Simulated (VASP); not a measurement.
A run of VASP 6.6.1 is set up as follows.

File INCAR:

```
PREC = Accurate ; ENCUT = 520
EDIFF = 1E-6 ; ISMEAR = -1
SIGMA = 0.05 ; LREAL = F
LASPH = T ; NELM = 100
ALGO = Normal ; ISIF = 2
LWAVE = F ; LCHARG = F
GGA = PE ; IVDW = 13
NBANDS = 13
```

File KPOINTS:

```
Automatic mesh
0
Gamma
  12 12 12
```

Contents of POSCAR:

```
Mo
1.0
   -1.5684455037      1.5684455037      1.5684455037
    1.5684455037     -1.5684455037      1.5684455037
    1.5684455037      1.5684455037     -1.5684455037
Mo
1
Direct
    0.0000000000      0.0000000000      0.0000000000
```

Potentials or basis: VASP PAW PBE potentials, release 64 (Mo_sv).

Command:

```console
$ cat potpaw_PBE.64/Mo_sv/POTCAR > POTCAR
$ mpirun -np 1 vasp_std > vasp.out
```

(1) What does it give for the dispersion energy per atom?

(2) Estimate the pressure.

(3) What does it give for the band gap on the k mesh?

Answers

(1) -0.616 eV.

(2) 0.6 GPa.

(3) zero (band 7 reaches 16.85 eV, above the bottom of band 8 at 11.41 eV).

Caveat: pairwise dispersion overbinds metals, which lowers pressure and volume.
